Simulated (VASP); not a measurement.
# Pt (P3_121) in VASP: single point with PBE

Aim: the single point of Pt with PBE.

Program: VASP 6.6.1. These are calculated values, not measurements. Logs are shortened: lines on timing, memory, paths and dates and some standing lists are left out, and cuts for length are marked.

## 1. The cell of the first run

It takes space group P3_121 (No. 152, trigonal). Conventional cell: a = 3.666 Å, b = 3.666 Å, c = 4.159 Å, α = 90.00°, β = 90.00°, γ = 120.00°. Within 2.6 Å of Pt (site symmetry 2) lie 2 Pt at 1.99 Å.

## 2. Single point, PBE

INCAR

```
PREC = Accurate ; ENCUT = 570
EDIFF = 1E-6 ; ISMEAR = 0
SIGMA = 0.1 ; LREAL = False
LASPH = True ; NELM = 120
ALGO = Normal ; ISIF = 2
LWAVE = False ; LCHARG = True
GGA = PE ; LELF = True
LVHAR = True ; NBANDS = 34
GGA_COMPAT = False
```

KPOINTS

```
Automatic mesh
0
Gamma
  6 6 4
```

POSCAR

```
Pt
1.0
    3.6656485145      0.0000000000      0.0000000000
   -1.8328242573      3.1745447349      0.0000000000
    0.0000000000      0.0000000000      4.1588009468
Pt
3
Direct
    0.2254000000      0.0000000000      0.3333333333
    0.0000000000      0.2254000000      0.6666666667
    0.7746000000      0.7746000000      0.0000000000
```

Potentials or basis: VASP PAW PBE potentials, release 64 (Pt_sv_GW).

Run with:

```sh
$ cat potpaw_PBE.64/Pt_sv_GW/POTCAR > POTCAR
$ mpirun -np 1 vasp_std > vasp.out
```

OUTCAR:

```text
PREC = Accurate
   ENCUT = 570
   EDIFF = 1E-6
   ISMEAR = 0
   LREAL = False
   LASPH = True
   NELM = 120
   ISIF = 2
   GGA = PE

 ion  position               nearest neighbor table
   1  0.225  0.000  0.333-   3 1.99   2 1.99   3 2.88   3 2.88   2 2.88   2 2.88   2 3.12   3 3.12

   2  0.000  0.225  0.667-   3 1.99   1 1.99   3 2.88   3 2.88   1 2.88   1 2.88   1 3.12   3 3.12

   3  0.775  0.775  0.000-   1 1.99   2 1.99   2 2.88   1 2.88   1 2.88   2 2.88   1 3.12   2 3.12

  LATTYP: Found a hexagonal cell.
 ALAT       =     3.6656485145
 C/A-ratio  =     1.1345334749

  Lattice vectors:

 A1 = (   3.6656485145,   0.0000000000,   0.0000000000)
 A2 = (  -1.8328242573,   3.1745447349,   0.0000000000)
 A3 = (   0.0000000000,   0.0000000000,   4.1588009468)

Analysis of symmetry for initial positions (statically):
=====================================================================
 Subroutine PRICEL returns:
 Original cell was already a primitive cell.

 Routine SETGRP: Setting up the symmetry group for a
 hexagonal supercell.

 Subroutine GETGRP returns: Found  6 space group operations
 (whereof  2 operations were pure point group operations)
 out of a pool of 24 trial point group operations.

The static configuration has the point symmetry C_2 .
 The point group associated with its full space group is D_3 .

Analysis of symmetry for dynamics (positions and initial velocities):
=====================================================================
 Subroutine PRICEL returns:
 Original cell was already a primitive cell.

 Routine SETGRP: Setting up the symmetry group for a
 hexagonal supercell.

 Subroutine GETGRP returns: Found  6 space group operations
 (whereof  2 operations were pure point group operations)
 out of a pool of 24 trial point group operations.

The dynamic configuration has the point symmetry C_2 .
 The point group associated with its full space group is D_3 .

 Subroutine INISYM returns: Found  6 space group operations
 (whereof  2 operations are pure point group operations),
 and found     1 'primitive' translations

----------------------------------------------------------------------------------------

                                     Primitive cell

  volume of cell :      48.3950

  direct lattice vectors                    reciprocal lattice vectors
     3.665648514  0.000000000  0.000000000     0.272803024  0.157502899  0.000000000
    -1.832824257  3.174544735  0.000000000     0.000000000  0.315005799  0.000000000
     0.000000000  0.000000000  4.158800947     0.000000000  0.000000000  0.240453922

  length of vectors
     3.665648514  3.665648515  4.158800947     0.315005799  0.315005799  0.240453922

  position of ions in fractional coordinates (direct lattice)
     0.225400000  0.000000000  0.333333333
     0.000000000  0.225400000  0.666666667
     0.774600000  0.774600000  0.000000000

  ion indices of the primitive-cell ions
   primitive index   ion index
                 1           1
                 2           2
                 3           3

----------------------------------------------------------------------------------------

 KPOINTS: Automatic mesh

Automatic generation of k-mesh.
 Grid dimensions read from file:
 generate k-points for:    6    6    4

 Generating k-lattice:

  Cartesian coordinates                     Fractional coordinates (reciprocal lattice)
     0.045467171  0.026250483  0.000000000     0.166666667  0.000000000  0.000000000
     0.000000000  0.052500966  0.000000000     0.000000000  0.166666667  0.000000000
     0.000000000  0.000000000  0.060113481     0.000000000  0.000000000  0.250000000

  Length of vectors
     0.052500966  0.052500966  0.060113481

  Shift w.r.t. Gamma in fractional coordinates (k-lattice)
     0.000000000  0.000000000  0.000000000

 Subroutine IBZKPT returns following result:
 ===========================================

 Found     24 irreducible k-points:

 Following reciprocal coordinates:
            Coordinates               Weight
  0.000000  0.000000  0.000000      1.000000
  0.166667 -0.000000  0.000000      6.000000
  0.333333 -0.000000  0.000000      6.000000
  0.500000  0.000000  0.000000      3.000000
  0.166667  0.166667  0.000000      6.000000
  0.333333  0.166667  0.000000     12.000000
[... 16 lines left out ...]
  0.333333  0.166667  0.500000     12.000000
  0.333333  0.333333  0.500000      2.000000
   k-points           NKPTS =     24   k-points in BZ     NKDIM =     24   number of bands    NBANDS=     34
   number of dos      NEDOS =    301   number of ions     NIONS =      3
   total plane-waves  NPLWV =  28800
   dimension x,y,z NGX =    30 NGY =   30 NGZ =   32
   dimension x,y,z NGXF=    60 NGYF=   60 NGZF=   64
   ions per type =               3
   NGX,Y,Z   is equivalent  to a cutoff of  13.61, 13.61, 12.79 a.u.
   NGXF,Y,Z  is equivalent  to a cutoff of  27.21, 27.21, 25.58 a.u.
 SYSTEM =  unknown system
   PREC   = accura    normal or accurate (medium, high low for compatibility)
   ISTART =      0    job   : 0-new  1-cont  2-samecut
   ICHARG =      2    charge: 1-file 2-atom 10-const
   ISPIN  =      1    spin polarized calculation?
   LNONCOLLINEAR =      F non collinear calculations
   LSORBIT =      F    spin-orbit coupling
   LASPH  =      T    aspherical Exc in radial PAW
   ENCUT  =  570.0 eV  41.89 Ry    6.47 a.u.   7.14  7.14  8.10*2*pi/ulx,y,z
   NELM   =    120;   NELMIN=  2; NELMDL= -5     # of ELM steps
   EDIFF  = 0.1E-05   stopping-criterion for ELM
   LREAL  =      F    real-space projection
   EDIFFG = 0.1E-04   stopping-criterion for IOM
   NSW    =      0    number of steps for IOM
   IBRION =     -1    ionic relax: 0-MD 1-quasi-New 2-CG
   NFREE  =      0    steps in history (QN), initial steepest desc. (CG)
   ISIF   =      2    stress and relaxation
   ISYM   =      2    0-nonsym 1-usesym 2-fastsym
   POTIM  = 0.5000    time-step for ionic-motion
   TEBEG  =    0.0;   TEEND  =   0.0 temperature during run
   PSTRESS=    0.0 pullay stress
   NELECT =      54.0000    total number of electrons
   NUPDOWN=      -1.0000    fix difference up-down
   EMIN   =  10.00;   EMAX   =-10.00  energy-range for DOS
   EFERMI =   0.00;   METHOD = LEGACY
   ISMEAR =     0;   SIGMA  =   0.10  broadening in eV -4-tet -1-fermi 0-gaus
   EFERMI_NEDOS =   21; number of points for ismear=-14 and -15
   IALGO  =     38    algorithm
   IMIX   =      4    mixing-type and parameters
     AMIX     =   0.40;   BMIX     =  1.00
     AMIX_MAG =   1.60;   BMIX_MAG =  1.00
  volume/ion in A,a.u.               =      16.13       108.86
  Fermi-wavevector in a.u.,A,eV,Ry     =   1.698006  3.208767 39.228660  2.883225
  Thomas-Fermi vector in A             =   2.778584
   LORBIT       =      0    0 simple, 1 ext, 2 COOP (PROOUT), +10 PAW based schemes
   GGA     = PE    functional components
   LHFCALC =     F    Hartree Fock is set to
   AEXX    =    0.0000 exact exchange contribution
   IVDW    =     0    specifies the selected vdW correction
   LEPSILON=     F    determine dielectric tensor
   LRPA    =     F    only Hartree local field effects (RPA)
 non-spin polarized calculation
 Gauss-broadening in eV      SIGMA  =   0.10
  energy-cutoff  :      570.00
  volume of cell :       48.39
 maximum number of plane-waves:      1530
 NGX is ok and might be reduce to    30
   NGX = 15   NGY = 15   NGZ = 17

 number of electron      54.0000001 magnetization

 Free energy of the ion-electron system (eV)
  ---------------------------------------------------
  ext. energy  EPLUGINS =         0.00000000
  ---------------------------------------------------
  free energy    TOTEN  =        -5.36907538 eV

  energy without entropy =       -5.35628802  energy(sigma->0) =       -5.36268170

 E-fermi :  10.5785     XC(G=0): -13.3331

 val. band max:       10.5732905093   @ k =   0.5000   0.0000   0.2500
 cond. band min:      10.5796147956   @ k =   0.5000   0.0000   0.5000
 fundamental gap:      0.0063242863
 Fermi energy:        10.5785048819

 k-point     1 :       0.0000    0.0000    0.0000
  band No.  band energies     occupation
      1     -89.8587      2.00000
      2     -89.3211      2.00000
      3     -89.3211      2.00000
      4     -45.7001      2.00000
      5     -45.7001      2.00000
      6     -44.8776      2.00000
[... 26 lines left out ...]
     33      21.0857      0.00000
     34      22.3072      0.00000

 k-point     2 :       0.1667   -0.0000    0.0000
  band No.  band energies     occupation
      1     -89.8569      2.00000
      2     -89.3227      2.00000
      3     -89.3217      2.00000
      4     -45.7055      2.00000
      5     -45.7042      2.00000
      6     -44.8728      2.00000
[... 26 lines left out ...]
     33      20.0505      0.00000
     34      23.2325      0.00000

 k-point     3 :       0.3333   -0.0000    0.0000
  band No.  band energies     occupation
      1     -89.8528      2.00000
      2     -89.3257      2.00000
      3     -89.3226      2.00000
      4     -45.7160      2.00000
      5     -45.7124      2.00000
      6     -44.8620      2.00000
[... 26 lines left out ...]
     33      18.8886      0.00000
     34      22.4960      0.00000

 k-point     4 :       0.5000    0.0000    0.0000
  band No.  band energies     occupation
      1     -89.8508      2.00000
      2     -89.3273      2.00000
      3     -89.3229      2.00000
      4     -45.7210      2.00000
      5     -45.7166      2.00000
      6     -44.8560      2.00000
[... 26 lines left out ...]
     33      19.2701      0.00000
     34      21.9067      0.00000

 k-point     5 :       0.1667    0.1667    0.0000
  band No.  band energies     occupation
      1     -89.8538      2.00000
      2     -89.3244      2.00000
      3     -89.3224      2.00000
      4     -45.7131      2.00000
      5     -45.7105      2.00000
      6     -44.8645      2.00000
[... 621 lines left out ...]
 k-point    22 :       0.1667    0.1667    0.5000
  band No.  band energies     occupation
      1     -89.6787      2.00000
      2     -89.6768      2.00000
      3     -89.1452      2.00000
      4     -45.9681      2.00000
      5     -45.2014      2.00000
      6     -45.2014      2.00000
[... 26 lines left out ...]
     33      17.7828      0.00000
     34      22.7804      0.00000

 k-point    23 :       0.3333    0.1667    0.5000
  band No.  band energies     occupation
      1     -89.6777      2.00000
      2     -89.6752      2.00000
      3     -89.1486      2.00000
      4     -45.9746      2.00000
      5     -45.2119      2.00000
      6     -45.2111      2.00000
[... 26 lines left out ...]
     33      16.8424      0.00000
     34      24.5522      0.00000

 k-point    24 :       0.3333    0.3333    0.5000
  band No.  band energies     occupation
      1     -89.6765      2.00000
      2     -89.6765      2.00000
      3     -89.1499      2.00000
      4     -45.9769      2.00000
      5     -45.2156      2.00000
      6     -45.2156      2.00000
[... 26 lines left out ...]
     33      14.4349      0.00000
     34      26.6837      0.00000

------------------------ aborting loop because EDIFF is reached ----------------------------------------

  FORCE on cell =-STRESS in cart. coord.  units (eV):
  Direction    XX          YY          ZZ          XY          YZ          ZX
  --------------------------------------------------------------------------------------
  -------------------------------------------------------------------------------------
  Total       30.6796862     30.6796862     65.8650342     -0.0000000      0.0000000      0.0000000
  in kB     1015.6897971   1015.6897971   2180.5452271     -0.0000000      0.0000000      0.0000000
  external PRESSURE =    1403.9749404 kB  Pullay stress =       0.0000000 kB

 VOLUME and BASIS-vectors are now :
 -----------------------------------------------------------------------------
  energy-cutoff  :      570.00
  volume of cell :       48.39
      direct lattice vectors                 reciprocal lattice vectors
     3.665648514  0.000000000  0.000000000     0.272803024  0.157502899  0.000000000
    -1.832824257  3.174544735  0.000000000     0.000000000  0.315005799  0.000000000
     0.000000000  0.000000000  4.158800947     0.000000000  0.000000000  0.240453922

 POSITION                                       TOTAL-FORCE (eV/Angst)
 -----------------------------------------------------------------------------------
      0.82624      0.00000      1.38627        26.167214     -0.000000     -0.000000
     -0.41312      0.71554      2.77253       -13.083607     22.661472      0.000000
      1.41971      2.45900      0.00000       -13.083607    -22.661472      0.000000
 -----------------------------------------------------------------------------------
    total drift:                               -0.000003     -0.000006      0.000000

  FREE ENERGIE OF THE ION-ELECTRON SYSTEM (eV)
  ---------------------------------------------------
  free  energy   TOTEN  =        -5.3690753778 eV

  energy  without entropy=       -5.3562880233  energy(sigma->0) =       -5.36268170
```

Run time: 24 s. Hardware: 1 thread of Intel Xeon 6975P-C (Granite Rapids), shared host; peak memory 0.19 GiB.

What came out:

| Quantity | Value |
| --- | --- |
| Free energy | -5.3691 eV |
| Pressure | 140.4 GPa |
| Largest force | 26.167 eV/Å |
| Band gap on the k mesh | zero (bands 27 and 28 overlap by 0.55 eV) |

Forces in eV/Å, atoms in the order of the input:
```
Pt   26.167   0.000   0.000
Pt  -13.084  22.661   0.000
Pt  -13.084 -22.661   0.000
```

Levels at points of the mesh, in eV from the Fermi level:
| k point | band 25 | band 26 | band 27 | band 28 | band 29 | band 30 |
| --- | --- | --- | --- | --- | --- | --- |
| (0.00, 0.00, 0.00) | -0.37 | -0.37 | 0.41 | 0.82 | 3.39 | 3.39 |
| (0.50, 0.00, 0.00) | -2.14 | -1.41 | -1.11 | -0.14 | 1.11 | 5.08 |
| (0.00, 0.00, 0.50) | -1.03 | -1.03 | 0.28 | 1.74 | 1.74 | 9.37 |
| (0.50, 0.00, 0.50) | -1.38 | -1.33 | -0.28 | 0.00 | 1.09 | 1.25 |

Caveat: the k points lie up to 0.38 Å⁻¹ apart, too coarse for converged energies and pressures of a metal; spin-orbit coupling is left out, which moves the levels of the heavy elements; forces of over 1 eV/Å act on the atoms, so gaps and moduli don't describe the material at rest.
